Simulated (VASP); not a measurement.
# ZnS (Cmc2_1) in VASP: a series of runs

ZnS is run at these levels: PBE; tasks: single point.

Everything below comes from runs of VASP 6.6.1. Logs are shortened: lines on timing, memory, paths and dates and some standing lists are left out, and cuts for length are marked.

**1. The cell of the first run**

Symmetry: Cmc2_1, No. 36, orthorhombic system. Conventional cell: a = 3.847 Å, b = 6.663 Å, c = 12.590 Å, α = 90.00°, β = 90.00°, γ = 90.00°. Within 3.1 Å of Zn (site symmetry m) lie 4 S at 2.35 to 2.36 Å. Within 3.1 Å of Zn (site symmetry m) lie 4 S at 2.35 to 2.36 Å. Within 3.1 Å of S (site symmetry m) lie 4 Zn at 2.35 to 2.36 Å. Within 3.1 Å of S (site symmetry m) lie 4 Zn at 2.35 to 2.36 Å.

**2. Single point, PBE (atoms displaced along a vibrational mode)**

File INCAR:

```
SYSTEM = ZnS
ALGO     = Normal         ! electronic algorithm
EDIFF    = 1E-6           ! SCF threshold, eV
ENCUT    = 520            ! plane-wave cutoff, eV
GGA      = PE             ! functional
ISIF     = 2              ! what is computed and relaxed
ISMEAR   = 0              ! smearing method
LASPH    = .True.         ! aspherical terms in the spheres
LCHARG   = .True.         ! write CHGCAR
LELF     = .True.         ! ELF
LREAL    = .False.        ! projectors in reciprocal space
LVHAR    = .True.       
LWAVE    = .False.        ! write WAVECAR
NBANDS   = 46             ! bands
NELM     = 100            ! most SCF steps
PREC     = Accurate       ! precision mode
SIGMA    = 0.05           ! smearing width, eV
```

File KPOINTS:

```
k-points
0
Gamma
  12 12 2
  0 0 0
```

File POSCAR:

```
ZnS
1.0
    3.8467234434      0.0000000000      0.0000000000
   -1.9233617217      3.3313602233      0.0000000000
    0.0000000000      0.0000000000     12.5902250239
Zn S
4 4
Direct
   -0.0026470731     -0.0052941462      0.0000503469
    0.0026470731      0.0052941462      0.5000503469
    0.3258288912      0.6516577824      0.2500245137
    0.6741711088      0.3483422176      0.7500245137
   -0.0067660480     -0.0135320960      0.1872896978
    0.0067660480      0.0135320960      0.6872896978
    0.3353044971      0.6706089943      0.4376354415
    0.6646955029      0.3293910057      0.9376354415
```

Potentials or basis: VASP PAW PBE potentials, release 64 (Zn, S).

Launch:

```
cat potpaw_PBE.64/Zn/POTCAR potpaw_PBE.64/S/POTCAR > POTCAR
mpirun -np 1 vasp_std > vasp.out
```

OUTCAR:

```text
SYSTEM = ZnS
   EDIFF = 1E-6
   ENCUT = 520
   GGA = PE
   ISIF = 2
   ISMEAR = 0
   LASPH = .True.
   LREAL = .False.
   NELM = 100
   PREC = Accurate

 ion  position               nearest neighbor table
   1  0.997  0.995  0.000-   8 2.35   5 2.36   8 2.36   8 2.36
   2  0.003  0.005  0.500-   7 2.35   6 2.36   7 2.36   7 2.36
   3  0.326  0.652  0.250-   5 2.35   5 2.36   5 2.36   7 2.36
   4  0.674  0.348  0.750-   6 2.35   6 2.36   6 2.36   8 2.36
   5  0.993  0.986  0.187-   3 2.35   1 2.36   3 2.36   3 2.36
   6  0.007  0.014  0.687-   4 2.35   2 2.36   4 2.36   4 2.36
   7  0.335  0.671  0.438-   2 2.35   2 2.36   2 2.36   3 2.36
   8  0.665  0.329  0.938-   1 2.35   1 2.36   1 2.36   4 2.36

  LATTYP: Found a hexagonal cell.
 ALAT       =     3.8467234434
 C/A-ratio  =     3.2729737942

  Lattice vectors:

 A1 = (   3.8467234434,   0.0000000000,   0.0000000000)
 A2 = (  -1.9233617217,   3.3313602233,   0.0000000000)
 A3 = (   0.0000000000,   0.0000000000,  12.5902250239)

Analysis of symmetry for initial positions (statically):
=====================================================================
 Subroutine PRICEL returns:
 Original cell was already a primitive cell.

 Routine SETGRP: Setting up the symmetry group for a
 hexagonal supercell.

 Subroutine GETGRP returns: Found  4 space group operations
 (whereof  2 operations were pure point group operations)
 out of a pool of 24 trial point group operations.

The static configuration has the point symmetry C_1h.
 The point group associated with its full space group is C_2v.

Analysis of symmetry for dynamics (positions and initial velocities):
=====================================================================
 Subroutine PRICEL returns:
 Original cell was already a primitive cell.

 Routine SETGRP: Setting up the symmetry group for a
 hexagonal supercell.

 Subroutine GETGRP returns: Found  4 space group operations
 (whereof  2 operations were pure point group operations)
 out of a pool of 24 trial point group operations.

The dynamic configuration has the point symmetry C_1h.
 The point group associated with its full space group is C_2v.

 Subroutine INISYM returns: Found  4 space group operations
 (whereof  2 operations are pure point group operations),
 and found     1 'primitive' translations

----------------------------------------------------------------------------------------

                                     Primitive cell

  volume of cell :     161.3415

  direct lattice vectors                    reciprocal lattice vectors
     3.846723443  0.000000000  0.000000000     0.259961501  0.150088843  0.000000000
    -1.923361722  3.331360223  0.000000000     0.000000000  0.300177685  0.000000000
     0.000000000  0.000000000 12.590225024     0.000000000  0.000000000  0.079426698

  length of vectors
     3.846723443  3.846723443 12.590225024     0.300177685  0.300177685  0.079426698

  position of ions in fractional coordinates (direct lattice)
     0.997352927  0.994705854  0.000050347
     0.002647073  0.005294146  0.500050347
     0.325828891  0.651657782  0.250024514
     0.674171109  0.348342218  0.750024514
     0.993233952  0.986467904  0.187289698
     0.006766048  0.013532096  0.687289698
     0.335304497  0.670608994  0.437635441
     0.664695503  0.329391006  0.937635441

  ion indices of the primitive-cell ions
   primitive index   ion index
                 1           1
                 2           2
                 3           3
                 4           4
                 5           5
                 6           6
                 7           7
                 8           8

----------------------------------------------------------------------------------------

 KPOINTS: k-points

Automatic generation of k-mesh.
 Grid dimensions read from file:
 generate k-points for:   12   12    2

 Generating k-lattice:

  Cartesian coordinates                     Fractional coordinates (reciprocal lattice)
     0.021663458  0.012507404  0.000000000     0.083333333 -0.000000000  0.000000000
     0.000000000  0.025014807  0.000000000     0.000000000  0.083333333  0.000000000
     0.000000000  0.000000000  0.039713349     0.000000000  0.000000000  0.500000000

  Length of vectors
     0.025014807  0.025014807  0.039713349

  Shift w.r.t. Gamma in fractional coordinates (k-lattice)
     0.000000000  0.000000000  0.000000000

 Subroutine IBZKPT returns following result:
 ===========================================

 Found     86 irreducible k-points:

 Following reciprocal coordinates:
            Coordinates               Weight
  0.000000  0.000000  0.000000      1.000000
  0.083333  0.000000  0.000000      4.000000
  0.000000  0.083333  0.000000      2.000000
  0.166667  0.000000  0.000000      4.000000
  0.000000  0.166667  0.000000      2.000000
  0.250000  0.000000  0.000000      4.000000
[... 16 lines left out ...]
 -0.083333  0.416667  0.000000      4.000000
 -0.416667  0.333333  0.000000      4.000000
 [... further k-points ...]
   k-points           NKPTS =     86   k-points in BZ     NKDIM =     86   number of bands    NBANDS=     46
   number of dos      NEDOS =    301   number of ions     NIONS =      8
   total plane-waves  NPLWV =  86400
   dimension x,y,z NGX =    30 NGY =   30 NGZ =   96
   dimension x,y,z NGXF=    60 NGYF=   60 NGZF=  192
   ions per type =               4   4
   NGX,Y,Z   is equivalent  to a cutoff of  12.97, 12.97, 12.68 a.u.
   NGXF,Y,Z  is equivalent  to a cutoff of  25.93, 25.93, 25.35 a.u.
 SYSTEM =  ZnS
   PREC   = accura    normal or accurate (medium, high low for compatibility)
   ISTART =      0    job   : 0-new  1-cont  2-samecut
   ICHARG =      2    charge: 1-file 2-atom 10-const
   ISPIN  =      1    spin polarized calculation?
   LNONCOLLINEAR =      F non collinear calculations
   LSORBIT =      F    spin-orbit coupling
   LASPH  =      T    aspherical Exc in radial PAW
   ENCUT  =  520.0 eV  38.22 Ry    6.18 a.u.   7.15  7.15 23.41*2*pi/ulx,y,z
   NELM   =    100;   NELMIN=  2; NELMDL= -5     # of ELM steps
   EDIFF  = 0.1E-05   stopping-criterion for ELM
   LREAL  =      F    real-space projection
[... 7 lines left out ...]
   TEBEG  =    0.0;   TEEND  =   0.0 temperature during run
   PSTRESS=    0.0 pullay stress
   NELECT =      72.0000    total number of electrons
   NUPDOWN=      -1.0000    fix difference up-down
   EMIN   =  10.00;   EMAX   =-10.00  energy-range for DOS
   EFERMI =   0.00;   METHOD = LEGACY
   ISMEAR =     0;   SIGMA  =   0.05  broadening in eV -4-tet -1-fermi 0-gaus
   EFERMI_NEDOS =   21; number of points for ismear=-14 and -15
   IALGO  =     38    algorithm
   IMIX   =      4    mixing-type and parameters
     AMIX     =   0.40;   BMIX     =  1.00
     AMIX_MAG =   1.60;   BMIX_MAG =  1.00
  volume/ion in A,a.u.               =      20.17       136.10
  Fermi-wavevector in a.u.,A,eV,Ry     =   1.251037  2.364118 21.294406  1.565095
  Thomas-Fermi vector in A             =   2.385004
   LORBIT       =      0    0 simple, 1 ext, 2 COOP (PROOUT), +10 PAW based schemes
   GGA     = PE    functional components
   LHFCALC =     F    Hartree Fock is set to
   AEXX    =    0.0000 exact exchange contribution
   IVDW    =     0    specifies the selected vdW correction
   LEPSILON=     F    determine dielectric tensor
   LRPA    =     F    only Hartree local field effects (RPA)
 non-spin polarized calculation
 Gauss-broadening in eV      SIGMA  =   0.05
  energy-cutoff  :      520.00
  volume of cell :      161.34
 maximum number of plane-waves:      4389
 NGX is ok and might be reduce to    30
   NGX = 15   NGY = 15   NGZ = 47

 number of electron      71.9999998 magnetization

 Free energy of the ion-electron system (eV)
  ---------------------------------------------------
  ext. energy  EPLUGINS =         0.00000000
  ---------------------------------------------------
  free energy    TOTEN  =       -27.39652664 eV

  energy without entropy =      -27.39652664  energy(sigma->0) =      -27.39652664

 E-fermi :   2.1600     XC(G=0):  -9.5237

 val. band max:        1.9165696912   @ k =   0.0000   0.0000   0.0000
 cond. band min:       3.9629612060   @ k =   0.0000   0.0000   0.0000
 fundamental gap:      2.0463915148
 Fermi energy:         2.1600050137

 k-point     1 :       0.0000    0.0000    0.0000
  band No.  band energies     occupation
      1     -11.0889      2.00000
      2     -10.6875      2.00000
      3     -10.6774      2.00000
      4     -10.2003      2.00000
      5      -4.3438      2.00000
      6      -4.3425      2.00000
[... 38 lines left out ...]
     45       8.5976      0.00000
     46       8.6920      0.00000

 k-point     2 :       0.0833    0.0000    0.0000
  band No.  band energies     occupation
      1     -11.0437      2.00000
      2     -10.6502      2.00000
      3     -10.6399      2.00000
      4     -10.1750      2.00000
      5      -4.3420      2.00000
      6      -4.3342      2.00000
[... 38 lines left out ...]
     45       8.5065      0.00000
     46       8.7855      0.00000

 k-point     3 :       0.0000    0.0833    0.0000
  band No.  band energies     occupation
      1     -11.0437      2.00000
      2     -10.6501      2.00000
      3     -10.6398      2.00000
      4     -10.1749      2.00000
      5      -4.3452      2.00000
      6      -4.3370      2.00000
[... 38 lines left out ...]
     45       8.4947      0.00000
     46       8.7668      0.00000

 k-point     4 :       0.1667    0.0000    0.0000
  band No.  band energies     occupation
      1     -10.9143      2.00000
      2     -10.5450      2.00000
      3     -10.5347      2.00000
      4     -10.1068      2.00000
      5      -4.3501      2.00000
      6      -4.3280      2.00000
[... 920 lines left out ...]
     45       8.9289      0.00000
     46       9.3980      0.00000

 k-point    23 :      -0.0833    0.4167    0.0000
  band No.  band energies     occupation
      1     -10.3675      2.00000
      2     -10.1499      2.00000
      3     -10.1339      2.00000
      4      -9.9090      2.00000
      5      -4.3436      2.00000
      6      -4.2861      2.00000
[... 38 lines left out ...]
     45       8.8885      0.00000
     46       9.4404      0.00000

 k-point    24 :      -0.4167    0.3333    0.0000
  band No.  band energies     occupation
      1     -10.3676      2.00000
      2     -10.1477      2.00000
      3     -10.1383      2.00000
      4      -9.9117      2.00000
      5      -4.3454      2.00000
      6      -4.2754      2.00000
[... 38 lines left out ...]
     45       8.9125      0.00000
     46       9.4227      0.00000

 [... further k-points ...]

------------------------ aborting loop because EDIFF is reached ----------------------------------------

  FORCE on cell =-STRESS in cart. coord.  units (eV):
  Direction    XX          YY          ZZ          XY          YZ          ZX
  --------------------------------------------------------------------------------------
  -------------------------------------------------------------------------------------
  Total        0.1522777      0.1727712      0.1368922      0.0000000      0.0000000      0.0000000
  in kB        1.5121703      1.7156779      1.3593871      0.0000000      0.0000000      0.0000000
  external PRESSURE =       1.5290784 kB  Pullay stress =       0.0000000 kB

 VOLUME and BASIS-vectors are now :
 -----------------------------------------------------------------------------
  energy-cutoff  :      520.00
  volume of cell :      161.34
      direct lattice vectors                 reciprocal lattice vectors
     3.846723443  0.000000000  0.000000000     0.259961501  0.150088843  0.000000000
    -1.923361722  3.331360223  0.000000000     0.000000000  0.300177685  0.000000000
     0.000000000  0.000000000 12.590225024     0.000000000  0.000000000  0.079426698

 POSITION                                       TOTAL-FORCE (eV/Angst)
 -----------------------------------------------------------------------------------
      1.92336      3.31372      0.00063         0.000000      0.015057      0.004502
      0.00000      0.01764      6.29575        -0.000000     -0.015057      0.004502
     -0.00000      2.17091      3.14786         0.000000      0.036897      0.005240
      1.92336      1.16045      9.44298         0.000000     -0.036897      0.005240
      1.92336      3.28628      2.35802         0.000000      0.016020     -0.003774
      0.00000      0.04508      8.65313         0.000000     -0.016020     -0.003774
     -0.00000      2.23404      5.50993         0.000000     -0.003317     -0.005968
      1.92336      1.09732     11.80504        -0.000000      0.003317     -0.005968
 -----------------------------------------------------------------------------------
    total drift:                                0.000000     -0.000000      0.000316

  FREE ENERGIE OF THE ION-ELECTRON SYSTEM (eV)
  ---------------------------------------------------
  free  energy   TOTEN  =       -27.3965266359 eV

  energy  without entropy=      -27.3965266359  energy(sigma->0) =      -27.39652664
```

Run time: 18 min. Hardware: 1 thread of Intel Xeon 8259CL, shared host; peak memory 0.6 GiB.

Results:

| Item | Value |
| --- | --- |
| Free energy | -27.3965 eV |
| Pressure | 0.2 GPa |
| Largest force | 0.037 eV/Å |
| Band gap on the k mesh | 2.05 eV |

Forces on the atoms (eV/Å):
```
Zn   0.000  0.015  0.005
Zn   0.000 -0.015  0.005
Zn   0.000  0.037  0.005
Zn   0.000 -0.037  0.005
S    0.000  0.016 -0.004
S    0.000 -0.016 -0.004
S    0.000 -0.003 -0.006
S    0.000  0.003 -0.006
```

Caveat: the cell differs from its parent crystal (atoms displaced along a vibrational mode).

[end of part 1 of 2]
